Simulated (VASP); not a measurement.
Here is a VASP 6.6.1 calculation.

The input INCAR:

```
SYSTEM = Au
AGGAC    = 1.0          
AGGAX    = 1.0          
ALDAC    = 0.0          
ALDAX    = 1.0          
ALGO     = Normal         ! electronic algorithm
EDIFF    = 1E-6           ! SCF threshold, eV
ENCUT    = 520            ! plane-wave cutoff, eV
GGA      = B5             ! functional
ISIF     = 2              ! what is computed and relaxed
ISMEAR   = -1             ! smearing method
LASPH    = .True.         ! aspherical terms in the spheres
LCHARG   = .False.        ! write CHGCAR
LREAL    = .False.        ! projectors in reciprocal space
LWAVE    = .False.        ! write WAVECAR
NBANDS   = 18             ! bands
NELM     = 100            ! most SCF steps
PREC     = Accurate       ! precision mode
SIGMA    = 0.1            ! smearing width, eV
```

Contents of KPOINTS:

```
k-points
0
Gamma
  13 13 9
  0 0 0
```

Contents of POSCAR:

```
Au
1.0
   -2.6225407148      3.0032869621      1.4441951500
    3.0032869621     -2.6225407148      1.4441951500
    2.8038132649      2.8038132649     -0.7468577008
Au
2
Direct
    0.0114745961      0.9885254039      0.0000000000
    0.7385254039      0.2614745961      0.5000000000
```

Potentials or basis: VASP PAW PBE potentials, release 64 (Au).

The run is started by

```console
$ cat potpaw_PBE.64/Au/POTCAR > POTCAR
$ mpirun -np 1 vasp_std > vasp.out
```

(1) Predict the pressure.

(2) Estimate the band gap on the k mesh.

(3) What does it give for the largest force?

## Answers

(1) -7.0 GPa.

(2) zero (bands 11 and 12 overlap by 4.23 eV).

(3) 0.035 eV/Å.

Caveat: the cell stands under tension; the PAW data sets were made with another functional, which shifts forces and pressure a little; spin-orbit coupling is left out, which moves the levels of the heavy elements.
